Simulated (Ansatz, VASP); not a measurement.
KF in VASP and in Ansatz

```
CELL_PARAMETERS angstrom
3.38931 0.00000 0.00000
0.00000 3.38931 0.00000
0.00000 0.00000 3.25895
ATOMIC_POSITIONS crystal
K 0.00000 0.00000 0.00000
F 0.50000 0.50000 0.50000
```

Change from the starting cell: strain +0.040 along x and y, +0.000 along z, atoms carried along.

Alike in both runs: task single point; functional PBEsol; k mesh 8 × 8 × 8; occupations gaussian, width 0.05 eV; no spin polarisation.

|  | VASP | Ansatz |
| --- | --- | --- |
| version | VASP 6.6.1 | Ansatz 0.2.0 |
| potentials or method | VASP PAW PBE potentials, release 64 (K_sv, F), cutoff 520 eV | scalar-relativistic, plane waves, PAW |
| valence electrons in the cell | 16 | 16 |

```tsv
	VASP	Ansatz	Ansatz less VASP
gap on the k mesh at the Fermi level (eV)	5.52	5.53	+0.015
least direct gap on the mesh (eV)	5.57	5.59	+0.015
pressure (GPa)	-4.1	-4.1	+0.05
traceless stress, the component that is largest in VASP (GPa)	2.01	2.01	0.000
```

VASP's potentials were made for PBE, not for PBEsol.
